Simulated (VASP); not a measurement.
# ZnS (Wurtzite-2H) (P6_3mc) in VASP: notebook, part 2 of 3

VASP 6.6.1. Earlier steps stand in the parts before.

## (3) Relaxation of cell and atoms, PBE

Contents of INCAR:

```
SYSTEM = ZnS
PREC = Accurate ; ENCUT = 600
EDIFF = 1E-6 ; ISMEAR = 0
SIGMA = 0.02 ; LREAL = .FALSE.
LASPH = .TRUE. ; NELM = 80
ALGO = Normal ; ISIF = 3
LWAVE = .FALSE. ; LCHARG = .FALSE.
GGA = PE ; IBRION = 2
NSW = 100 ; EDIFFG = -0.005
```

Contents of KPOINTS:

```
regular mesh
0
G
  9 9 6
  0 0 0
```

Contents of POSCAR:

```
ZnS
1.0
    3.8110000000      0.0000000000      0.0000000000
   -1.9055000000      3.3004228138      0.0000000000
    0.0000000000      0.0000000000      6.2340000000
Zn S
2 2
Direct
    0.3333333333      0.6666666667      0.0000000000
    0.6666666667      0.3333333333      0.5000000000
    0.3333333333      0.6666666667      0.3850000000
    0.6666666667      0.3333333333      0.8850000000
```

Potentials or basis: VASP PAW PBE potentials, release 64 (Zn, S).

Command:

```
cat potpaw_PBE.64/Zn/POTCAR potpaw_PBE.64/S/POTCAR > POTCAR
mpirun -np 1 vasp_std > vasp.out
```

OUTCAR:

```text
SYSTEM = ZnS
   PREC = Accurate
   ENCUT = 600
   EDIFF = 1E-6
   ISMEAR = 0
   LREAL = .FALSE.
   LASPH = .TRUE.
   NELM = 80
   ISIF = 3
   GGA = PE
   IBRION = 2
   NSW = 100
   EDIFFG = -0.005

 ion  position               nearest neighbor table
   1  0.333  0.667  0.000-   4 2.31   4 2.31   4 2.31   3 2.40
   2  0.667  0.333  0.500-   3 2.31   3 2.31   3 2.31   4 2.40
   3  0.333  0.667  0.385-   2 2.31   2 2.31   2 2.31   1 2.40
   4  0.667  0.333  0.885-   1 2.31   1 2.31   1 2.31   2 2.40

  LATTYP: Found a hexagonal cell.
 ALAT       =     3.8110000000
 C/A-ratio  =     1.6357911309

  Lattice vectors:

 A1 = (   3.8110000000,   0.0000000000,   0.0000000000)
 A2 = (  -1.9055000000,   3.3004228138,   0.0000000000)
 A3 = (   0.0000000000,   0.0000000000,   6.2340000000)

Analysis of symmetry for initial positions (statically):
=====================================================================
 Subroutine PRICEL returns:
 Original cell was already a primitive cell.

 Routine SETGRP: Setting up the symmetry group for a
 hexagonal supercell.

 Subroutine GETGRP returns: Found 12 space group operations
 (whereof  6 operations were pure point group operations)
 out of a pool of 24 trial point group operations.

The static configuration has the point symmetry C_3v.
 The point group associated with its full space group is C_6v.

Analysis of symmetry for dynamics (positions and initial velocities):
=====================================================================
 Subroutine PRICEL returns:
 Original cell was already a primitive cell.

 Routine SETGRP: Setting up the symmetry group for a
 hexagonal supercell.

 Subroutine GETGRP returns: Found 12 space group operations
 (whereof  6 operations were pure point group operations)
 out of a pool of 24 trial point group operations.
[... 137 lines left out ...]
 conjugate gradient relaxation of ions
 non-spin polarized calculation
 Gauss-broadening in eV      SIGMA  =   0.02
  energy-cutoff  :      600.00
  volume of cell :       78.41
 maximum number of plane-waves:      2639
   NGX = 15   NGY = 15   NGZ = 25

--------------------------------------- Ionic step        1  -------------------------------------------

 number of electron      36.0000045 magnetization

 Free energy of the ion-electron system (eV)
  ---------------------------------------------------
  ext. energy  EPLUGINS =         0.00000000
  ---------------------------------------------------
  free energy    TOTEN  =       -13.65417748 eV

  energy without entropy =      -13.65417748  energy(sigma->0) =      -13.65417748

------------------------ aborting loop because EDIFF is reached ----------------------------------------

  FORCE on cell =-STRESS in cart. coord.  units (eV):
  Direction    XX          YY          ZZ          XY          YZ          ZX
  --------------------------------------------------------------------------------------
  -------------------------------------------------------------------------------------
  Total        1.5546222      1.5546222      0.5462846      0.0000000      0.0000000     -0.0000000
  in kB       31.7658238     31.7658238     11.1623140      0.0000000      0.0000000     -0.0000000
  external PRESSURE =      24.8979872 kB  Pullay stress =       0.0000000 kB
[... 95 lines left out ...]
  FREE ENERGIE OF THE ION-ELECTRON SYSTEM (eV)
  ---------------------------------------------------
  free  energy   TOTEN  =       -13.6870531401 eV

  energy  without entropy=      -13.6870531401  energy(sigma->0) =      -13.68705314

[... ionic steps 4 to 9 ...]

--------------------------------------- Ionic step       10  -------------------------------------------

 number of electron      36.0000017 magnetization

------------------------ aborting loop because EDIFF is reached ----------------------------------------
[... 71 lines left out ...]
--------------------------------------- Ionic step       12  -------------------------------------------

 number of electron      36.0000017 magnetization

 Free energy of the ion-electron system (eV)
  ---------------------------------------------------
  ext. energy  EPLUGINS =         0.00000000
  ---------------------------------------------------
  free energy    TOTEN  =       -13.69333806 eV

  energy without entropy =      -13.69333806  energy(sigma->0) =      -13.69333806

 E-fermi :   1.9892     XC(G=0):  -9.5070

 val. band max:        1.8957513440   @ k =   0.0000   0.0000   0.0000
 cond. band min:       3.9690490170   @ k =   0.0000   0.0000   0.0000
 fundamental gap:      2.0732976730
 Fermi energy:         1.9892367943

 k-point     1 :       0.0000    0.0000    0.0000
  band No.  band energies     occupation
      1     -11.0982      2.00000
      2     -10.2134      2.00000
      3      -4.3524      2.00000
      4      -4.3416      2.00000
      5      -4.3416      2.00000
      6      -4.2640      2.00000
[... 589 lines left out ...]
     21       7.3451      0.00000
     22       9.4863      0.00000

 [... further k-points ...]
[... 5 lines left out ...]
  --------------------------------------------------------------------------------------
  -------------------------------------------------------------------------------------
  Total        0.0057421      0.0057421     -0.0138986      0.0000000     -0.0000000      0.0000000
  in kB        0.1137205      0.1137205     -0.2752586      0.0000000     -0.0000000      0.0000000
  external PRESSURE =      -0.0159392 kB  Pullay stress =       0.0000000 kB
[... 19 lines left out ...]
  FREE ENERGIE OF THE ION-ELECTRON SYSTEM (eV)
  ---------------------------------------------------
  free  energy   TOTEN  =       -13.6933380603 eV

  energy  without entropy=      -13.6933380603  energy(sigma->0) =      -13.69333806

 reached required accuracy - stopping structural energy minimisation
```

OSZICAR:

```text
N       E                     dE             d eps       ncg     rms          rms(c)
DAV:   1     0.252519069362E+03    0.25252E+03   -0.19055E+04  2112   0.218E+03
[... 103 lines left out ...]
       N       E                     dE             d eps       ncg     rms          rms(c)
DAV:   1    -0.136940539316E+02   -0.74789E-03   -0.12421E-02  2442   0.197E+00    0.207E-01
DAV:   2    -0.136934238685E+02    0.63006E-03   -0.30438E-03  2400   0.129E+00    0.801E-02
DAV:   3    -0.136933583382E+02    0.65530E-04   -0.17370E-04  2228   0.909E-02    0.381E-02
DAV:   4    -0.136933397226E+02    0.18616E-04   -0.13056E-05  2364   0.255E-02    0.189E-02
DAV:   5    -0.136933376435E+02    0.20792E-05   -0.14261E-06  1422   0.400E-02    0.262E-03
DAV:   6    -0.136933380603E+02   -0.41685E-06   -0.35642E-06  1900   0.196E-02
  12 F= -.13693338E+02 E0= -.13693338E+02  d E =-.413508E-04
```

CONTCAR:

```text
ZnS
   1.00000000000000
     3.8474627618565371   -0.0000000000000000   -0.0000000000000000
    -1.9237313809282686    3.3320004918592736    0.0000000000000000
     0.0000000000000000    0.0000000000000000    6.3104524144379237
  Zn              S
     2     2
Direct
     0.3333333332999970    0.6666666667000030    0.0051809475748349
     0.6666666667000030    0.3333333332999970    0.5051809475748350
     0.3333333332999970    0.6666666667000030    0.3798190524251633
     0.6666666667000030    0.3333333332999970    0.8798190524251630

  0.00000000E+00  0.00000000E+00  0.00000000E+00
  0.00000000E+00  0.00000000E+00  0.00000000E+00
  0.00000000E+00  0.00000000E+00  0.00000000E+00
  0.00000000E+00  0.00000000E+00  0.00000000E+00
```

Wall time 6.4 min (1 thread of AMD EPYC 9R45 (Zen 5), shared host); peak memory 0.23 GiB.

What came out:

* Free energy: -13.6933 eV
* Relaxed volume: 20.22 Å³/atom
* Relaxed cell: a = 3.847 Å, b = 3.847 Å, c = 6.310 Å, α = 90.00°, β = 90.00°, γ = 120.00°
* Space group after relaxing (to 0.05 Å): P6_3mc (No. 186)
* Energy gained by relaxing: 9.8 meV/atom
* Ionic steps: 12
* Pressure after relaxing: 0.0 GPa
* Largest force after relaxing: 0.005 eV/Å
* Band gap on the k mesh: 2.07 eV, direct

Forces on the atoms (eV/Å):
```
Zn   0.000  0.000  0.005
Zn   0.000  0.000  0.005
S    0.000  0.000 -0.005
S    0.000  0.000 -0.005
```

Step by step:
```tsv
step	energy change (eV)	largest force (eV/Å)	pressure (GPa)	volume (Å³)
1	0.0000	0.3225	2.49	78.41
2	-0.0315	0.0914	-0.84	81.91
3	-0.0329	0.1294	-0.26	81.29
4	-0.0329	0.1256	-0.31	81.35
5	-0.0361	0.0685	-0.12	81.10
6	-0.0375	0.0138	-0.01	80.87
7	-0.0356	0.1083	0.48	80.42
8	-0.0377	0.0088	0.08	80.78
9	-0.0391	0.0046	0.11	80.79
10	-0.0391	0.0076	0.12	80.79
11	-0.0391	0.0015	-0.08	81.01
12	-0.0392	0.0049	0.00	80.90
```

Final structure:
```
Zn S
1.0
     3.84746    0.00000    0.00000
    -1.92373    3.33200    0.00000
     0.00000    0.00000    6.31045
Zn S
2 2
Direct
  0.33333 0.66667 0.00518
  0.66667 0.33333 0.50518
  0.33333 0.66667 0.37982
  0.66667 0.33333 0.87982
```

## (4) Relaxation of shape and atoms at fixed volume, PBE (volume scaled by 1.03)

Contents of INCAR:

```
SYSTEM = ZnS
PREC = Accurate
ENCUT = 600
EDIFF = 1E-6
ISMEAR = 0
SIGMA = 0.02
LREAL = .False.
LASPH = .True.
NELM = 100
ALGO = Normal
ISIF = 4
LWAVE = .False.
LCHARG = .False.
GGA = PE
IBRION = 2
NSW = 50
EDIFFG = -0.01
```

Contents of KPOINTS:

```
Automatic mesh
0
Gamma
  9 9 6
  0 0 0
```

Contents of POSCAR:

```
ZnS
1.0
    3.8835864319      0.0000000000      0.0000000000
   -1.9417932159      3.3632845078      0.0000000000
    0.0000000000      0.0000000000      6.3677238553
Zn S
2 2
Direct
    0.3333333333      0.6666666667      0.0052193967
    0.6666666667      0.3333333333      0.5052193967
    0.3333333333      0.6666666667      0.3797806033
    0.6666666667      0.3333333333      0.8797806033
```

Potentials or basis: VASP PAW PBE potentials, release 64 (Zn, S).

Command:

```
cat potpaw_PBE.64/Zn/POTCAR potpaw_PBE.64/S/POTCAR > POTCAR
mpirun -np 1 vasp_std > vasp.out
```

OUTCAR:

```text
SYSTEM = ZnS
   PREC = Accurate
   ENCUT = 600
   EDIFF = 1E-6
   ISMEAR = 0
   LREAL = .False.
   LASPH = .True.
   NELM = 100
   ISIF = 4
   GGA = PE
   IBRION = 2
   NSW = 50
   EDIFFG = -0.01

 ion  position               nearest neighbor table
   1  0.333  0.667  0.005-   4 2.38   4 2.38   4 2.38   3 2.39
   2  0.667  0.333  0.505-   3 2.38   3 2.38   3 2.38   4 2.39
   3  0.333  0.667  0.380-   2 2.38   2 2.38   2 2.38   1 2.39
   4  0.667  0.333  0.880-   1 2.38   1 2.38   1 2.38   2 2.39

  LATTYP: Found a hexagonal cell.
 ALAT       =     3.8835864319
 C/A-ratio  =     1.6396503508

  Lattice vectors:

 A1 = (   3.8835864319,   0.0000000000,   0.0000000000)
 A2 = (  -1.9417932159,   3.3632845078,   0.0000000000)
 A3 = (   0.0000000000,   0.0000000000,   6.3677238553)

Analysis of symmetry for initial positions (statically):
=====================================================================
 Subroutine PRICEL returns:
 Original cell was already a primitive cell.

[... 171 lines left out ...]
  ext. energy  EPLUGINS =         0.00000000
  ---------------------------------------------------
  free energy    TOTEN  =       -13.68116781 eV

  energy without entropy =      -13.68116781  energy(sigma->0) =      -13.68116781

 E-fermi :   1.7755     XC(G=0):  -9.3789

 val. band max:        1.6484960783   @ k =   0.0000   0.0000   0.0000
 cond. band min:       3.5986716641   @ k =   0.0000   0.0000   0.0000
 fundamental gap:      1.9501755858
 Fermi energy:         1.7755227111

 k-point     1 :       0.0000    0.0000    0.0000
  band No.  band energies     occupation
      1     -11.1627      2.00000
      2     -10.3256      2.00000
      3      -4.5025      2.00000
      4      -4.4917      2.00000
      5      -4.4917      2.00000
      6      -4.4182      2.00000
[... 589 lines left out ...]
     21       6.9923      0.00000
     22       9.1809      0.00000

 [... further k-points ...]
[... 5 lines left out ...]
  --------------------------------------------------------------------------------------
  -------------------------------------------------------------------------------------
  Total       -0.9216062     -0.9216062     -0.9315888     -0.0000000      0.0000000     -0.0000000
  in kB      -17.7531388    -17.7531388    -17.9454361     -0.0000000      0.0000000     -0.0000000
  external PRESSURE =     -17.8172379 kB  Pullay stress =       0.0000000 kB

 VOLUME and BASIS-vectors are now :
 -----------------------------------------------------------------------------
  energy-cutoff  :      600.00
  volume of cell :       83.17
      direct lattice vectors                 reciprocal lattice vectors
     3.883586432  0.000000000  0.000000000     0.257493947  0.148664200  0.000000000
    -1.941793216  3.363284508  0.000000000     0.000000000  0.297328400  0.000000000
     0.000000000  0.000000000  6.367723855     0.000000000  0.000000000  0.157041986

 POSITION                                       TOTAL-FORCE (eV/Angst)
 -----------------------------------------------------------------------------------
     -0.00000      2.24219      0.03324         0.000000      0.000000     -0.004610
      1.94179      1.12109      3.21710        -0.000000      0.000000     -0.004610
     -0.00000      2.24219      2.41834         0.000000      0.000000      0.004610
      1.94179      1.12109      5.60220         0.000000     -0.000000      0.004610
 -----------------------------------------------------------------------------------
    total drift:                               -0.000000     -0.000000      0.000496

  FREE ENERGIE OF THE ION-ELECTRON SYSTEM (eV)
  ---------------------------------------------------
  free  energy   TOTEN  =       -13.6811678117 eV

  energy  without entropy=      -13.6811678117  energy(sigma->0) =      -13.68116781

 reached required accuracy - stopping structural energy minimisation
```

Wall time 58 s (1 thread of AMD EPYC 9R45 (Zen 5), shared host); peak memory 0.24 GiB.

What came out:

```
Free energy                  : -13.6812 eV
Pressure after relaxing      : -1.8 GPa
Largest force after relaxing : 0.005 eV/Å
Band gap on the k mesh       : 1.95 eV, direct
```

Forces on the atoms (eV/Å):
```
Zn   0.000  0.000 -0.005
Zn   0.000  0.000 -0.005
S    0.000  0.000  0.005
S    0.000  0.000  0.005
```

Final structure:
```yaml
crystal:
  lattice:
    - [3.88359, 0.00000, 0.00000]
    - [-1.94179, 3.36328, 0.00000]
    - [0.00000, 0.00000, 6.36772]
  atoms:
    - { symbol: Zn, position: [0.33333, 0.66667, 0.00522] }
    - { symbol: Zn, position: [0.66667, 0.33333, 0.50522] }
    - { symbol: S, position: [0.33333, 0.66667, 0.37978] }
    - { symbol: S, position: [0.66667, 0.33333, 0.87978] }
```

Caveat: the cell differs from its parent crystal (volume scaled by 1.03); the relaxation stopped at its first step, so nothing moved.

## (5) Relaxation of shape and atoms at fixed volume, PBE (volume scaled by 0.88)

Contents of INCAR:

```
PREC = Accurate
ENCUT = 600
EDIFF = 1E-7
ISMEAR = 0
SIGMA = 0.02
LREAL = F
LASPH = T
NELM = 100
ALGO = Normal
ISIF = 4
LWAVE = F
LCHARG = F
GGA = PE
IBRION = 2
NSW = 50
EDIFFG = -0.01
```

Contents of KPOINTS:

```
regular mesh
0
Gamma
  9 9 6
```

Contents of POSCAR:

```
ZnS
1.0
    3.6806389667      0.0000000000      0.0000000000
   -1.8403194833      3.1875268473      0.0000000000
    0.0000000000      0.0000000000      6.0568829332
Zn S
2 2
Direct
    0.3333333333      0.6666666667      0.0058835140
    0.6666666667      0.3333333333      0.5058835140
    0.3333333333      0.6666666667      0.3791164860
    0.6666666667      0.3333333333      0.8791164860
```

Command:

```
cat potpaw_PBE.64/Zn/POTCAR potpaw_PBE.64/S/POTCAR > POTCAR
mpirun -np 1 vasp_std > vasp.out
```

It took 82 s on 1 thread of Intel Xeon Platinum 8488C (Sapphire Rapids), shared host; peak memory 0.24 GiB.

It converged, with:

* Free energy: -13.3659 eV
* Pressure after relaxing: 11.9 GPa
* Largest force after relaxing: 0.009 eV/Å
* Band gap on the k mesh: 2.66 eV, direct

Forces in eV/Å, atoms in the order of the input:
```
Zn   0.000  0.000  0.009
Zn   0.000  0.000  0.009
S    0.000  0.000 -0.009
S    0.000  0.000 -0.009
```

Stress tensor (GPa, compression positive):
```
11.90  0.00  0.00
 0.00 11.90  0.00
 0.00  0.00 12.03
```

Final structure:
```
Zn S
1.0
     3.68064    0.00000    0.00000
    -1.84032    3.18753    0.00000
     0.00000    0.00000    6.05688
Zn S
2 2
Direct
  0.33333 0.66667 0.00588
  0.66667 0.33333 0.50588
  0.33333 0.66667 0.37912
  0.66667 0.33333 0.87912
```

Levels at points of the mesh, in eV from the valence-band top:
| k point | band 16 | band 17 | band 18 | band 19 | band 20 | band 21 |
| --- | --- | --- | --- | --- | --- | --- |
| (0.00, 0.00, 0.00) | -0.12 | 0.00 | 0.00 | 2.66 | 3.30 | 6.23 |
| (0.00, 0.00, 0.50) | -0.55 | -0.55 | -0.55 | 3.85 | 3.85 | 6.71 |

Caveat: the cell differs from its parent crystal (volume scaled by 0.88); the relaxation stopped at its first step, so nothing moved.

(Part 2 of 3 ends here.)
